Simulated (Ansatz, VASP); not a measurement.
**MnS: VASP beside Ansatz**

Contents of INCAR:

```
ALGO = Normal ; EDIFF = 1E-7
ENCUT = 520 ; GGA = RP
ISIF = 2 ; ISMEAR = 1
ISPIN = 2 ; LASPH = T
LCHARG = F ; LMAXMIX = 4
LORBIT = 11 ; LREAL = F
LWAVE = F ; MAGMOM = 5.2 0
NBANDS = 20 ; NELM = 150
PREC = Accurate ; SIGMA = 0.01
```

KPOINTS

```
k-points
0
Gamma
  9 9 9
```

File POSCAR:

```
MnS
1.0
    3.6833190000      0.0000000000      0.0000000000
    1.8416595000      3.1898478242      0.0000000000
    1.8416595000      1.0632826081      3.0074173700
Mn S
1 1
Direct
    0.0000000000      0.0000000000      0.0000000000
    0.5000000000      0.5000000000      0.5000000000
```

Input for Ansatz:

```yaml
crystal:
  lattice:
    a: 3.683319
    b: 3.683319
    c: 3.683319
    alpha: 60.0
    beta: 60.0
    gamma: 60.0
  atoms:
    - { symbol: Mn, position: [0.0, 0.0, 0.0] }
    - { symbol: S, position: [0.5, 0.5, 0.5] }
basis:
  ecutwfc: 475.0
kpoints:
  mp_grid:
    grid: [9, 9, 9]
hamiltonian:
  xc: rpbe
magnetization:
  spin_polarized: true
  per_species:
    Mn: 5.2
scf:
  n_extra_bands: 6
  occupations:
    method: methfessel_paxton
    width: 0.01
  initial_density:
    normalization: atom
```

Alike in both runs: task single point; functional RPBE; k mesh 9 × 9 × 9; occupations methfessel-paxton of order 1, width 0.01 eV; collinear spin.

|  | VASP | Ansatz |
| --- | --- | --- |
| version | VASP 6.6.1 | Ansatz 0.2.0 |
| potentials or method | VASP PAW PBE potentials, release 64 (Mn_pv, S), cutoff 520 eV | plane waves, PAW |
| valence electrons in the cell | 19 | 21 |

|  | VASP | Ansatz | Ansatz less VASP |
| --- | --- | --- | --- |
| net moment per atom (μB) | 2.40 | 2.40 | 0.000 |
| size of the moment on the site where the two differ most (μB) | 4.32 | 4.27 | -0.045 |

VASP's potentials were made for PBE, not for RPBE. Site moments also hang on the region over which each program counts them. The functional is the same, so the differences come from potentials, cutoffs and numerics. VASP's potentials hold 19 valence electrons a cell and Ansatz's 21, so a difference there can come from the potentials and not from the codes. Ansatz's warnings: given moment on shells, moment headroom below auto, stability check not made.
